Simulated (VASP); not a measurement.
# HfN: single point with PBE

The system is HfN.

```
Hf N
1.0
     3.18292    0.00000    0.00000
    -1.59146    2.75649    0.00000
     0.00000    0.00000    5.23279
Hf N
2 2
Direct
  0.66667 0.33333 0.75000
  0.33333 0.66667 0.25000
  0.00000 0.00000 0.00000
  0.00000 0.00000 0.50000
```

This cell differs from its parent crystal: uniaxial strain along c: -4.0 %, then relaxed in part.

- Program: VASP 6.6.1
- Task: single point
- Functional: PBE
- Potentials or basis: VASP PAW PBE potentials, release 64 (Hf_pv, N)
- Cutoff: 520 eV
- k mesh: 18 × 18 × 10
- Occupations: gaussian, width 0.1 eV
- Spin: no spin polarisation
- Dipole correction: no
- Further INCAR settings: ALGO = Normal; EDIFF = 1e-07; NBANDS = 23

The pressure is 5.0 GPa and the band gap on the k mesh is zero (band 15 reaches 10.04 eV, above the bottom of band 16 at 7.57 eV).

Stress tensor (GPa, compression positive):
```
-2.40  0.00  0.00
 0.00 -2.40  0.00
 0.00  0.00 19.73
```

Levels at points of the mesh, in eV from the Fermi level:
```tsv
k point	band 11	band 12	band 13	band 14	band 15	band 16	band 17	band 18	band 19	band 20
(0.00, 0.00, 0.00)	-5.08	-3.81	-3.81	-1.34	-0.26	0.69	0.69	0.89	1.44	1.44
(0.50, 0.00, 0.00)	-5.69	-5.69	-3.50	-2.89	-2.02	2.69	2.75	3.99	4.87	5.47
(0.00, 0.00, 0.50)	-4.71	-4.71	-4.71	-4.71	2.02	2.02	2.76	2.76	3.10	3.10
(0.50, 0.00, 0.50)	-5.31	-5.31	-4.67	-4.67	-0.29	-0.29	4.36	4.36	4.43	4.43
```

Wall time 110 s on 1 thread of Intel(R) Xeon(R) Platinum 8488C (Sapphire Rapids), with other jobs on the host, peak memory 0.32 GiB.

Caveat: the cell differs from its parent crystal (uniaxial strain along c: -4.0 %, then relaxed in part); spin-orbit coupling is left out, which moves the levels of the heavy elements.
